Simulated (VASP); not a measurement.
Wanted: the native input for a VASP 6.6.1 run.

- Task: single point
- Functional: LDA
- Potentials or basis: VASP PAW LDA potentials, release 64 (Sb_d_GW)
- Cutoff: 500 eV
- k mesh: 8 × 8 × 8
- Occupations: fermi-dirac, width 0.05 eV
- Spin: no spin polarisation
- Dipole correction: no
- Further INCAR settings: ALGO = Normal; EDIFF = 1e-06; NBANDS = 22

The structure of Sb lies in POSCAR:

```
Sb
1.0
    2.1102243954      1.2183386227      3.6812845966
   -2.1102243954      1.2183386227      3.6812845966
    0.0000000000     -2.4366772455      3.6812845966
Sb
2
Direct
    0.7665100000      0.7665100000      0.7665100000
    0.2334900000      0.2334900000      0.2334900000
```

The input as run:

INCAR

```
SYSTEM = Sb
PREC = Accurate
ENCUT = 500
EDIFF = 1E-6
ISMEAR = -1
SIGMA = 0.05
LREAL = .FALSE.
LASPH = .TRUE.
NELM = 120
ALGO = Normal
ISIF = 2
LWAVE = .FALSE.
LCHARG = .FALSE.
GGA = CA
NBANDS = 22
GGA_COMPAT = .FALSE.
```

KPOINTS

```
Automatic mesh
0
G
  8 8 8
  0 0 0
```

Potentials or basis: VASP PAW LDA potentials, release 64 (Sb_d_GW).

The run is started by

```sh
$ cat potpaw_LDA.64/Sb_d_GW/POTCAR > POTCAR
$ mpirun -np 1 vasp_std > vasp.out
```

Results of the run:

```yaml
Pressure: 2.7 GPa
Largest_force: 0.360 eV/Å
Band_gap_on_the_k_mesh: zero (bands 15 and 16 overlap by 0.29 eV)
```

Caveat: spin-orbit coupling is left out, which moves the levels of the heavy elements.

Wall time 75 s on 1 thread of AMD EPYC 7R43 64-Core Processor (Zen 3) (shared host), peak memory 0.17 GiB.
